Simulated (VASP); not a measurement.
Runs of VASP 6.6.1 on Cs. The structure is that of space group Fm-3m (No. 225), or close to it. The cells are those of the table. This isn't the form of Cs at room conditions, which is bcc.

```csv
task,spin,cell,k mesh,gap on the mesh (eV),pressure (GPa)
single point,off,"a = 5.591 Å, angles 60.0°, 1 atom",8 × 8 × 8,none,0.0
single point,off,"a = 5.516 Å, angles 60.0°, 1 atom",8 × 8 × 8,none,0.1
relaxation of cell and atoms,off,"relaxed from a = 5.385 Å, angles 60.0°, 1 atom",7 × 7 × 7,none,0.0
single point,off,"a = 5.358 Å, angles 60.0°, 1 atom",8 × 8 × 8,none,0.3
single point,off,"a = 5.807 Å, angles 60.0°, 1 atom",8 × 8 × 8,none,-0.2
single point,off,"a = 5.591 Å, angles 60.0°, 1 atom",7 × 7 × 7,none,0.0
single point,off,"a = 5.438 Å, angles 60.0°, 1 atom",8 × 8 × 8,none,(a)
single point,off,"a = 5.737 Å, angles 60.0°, 1 atom",8 × 8 × 8,none,-0.1
single point,"non-collinear, zero start, SOC","a = 5.591 Å, angles 60.0°, 1 atom",7 × 7 × 7,-,0.0
single point,off,"a = 5.665 Å, angles 60.0°, 1 atom",8 × 8 × 8,none,-0.1
single point,off,"a = 5.591 Å, angles 60.0°, 1 atom",11 × 11 × 11,none,0.0
```

Alike in all rows: level r2SCAN; potentials or basis VASP PAW PBE potentials, release 64 (Cs_sv); cutoff (eV) 550; smearing fermi-dirac 0.1 eV.

Q: Estimate the missing entries.

A: (a) 0.2.

Caveats: the PAW data sets were made with another functional, which shifts forces and pressure a little; spin-orbit coupling is left out, which moves the levels of the heavy elements (at least some runs).

A k mesh can miss the band edges, and rows without SOC leave out spin-orbit coupling on Cs.

A gap of «none» marks levels without a gap at the run's occupations.
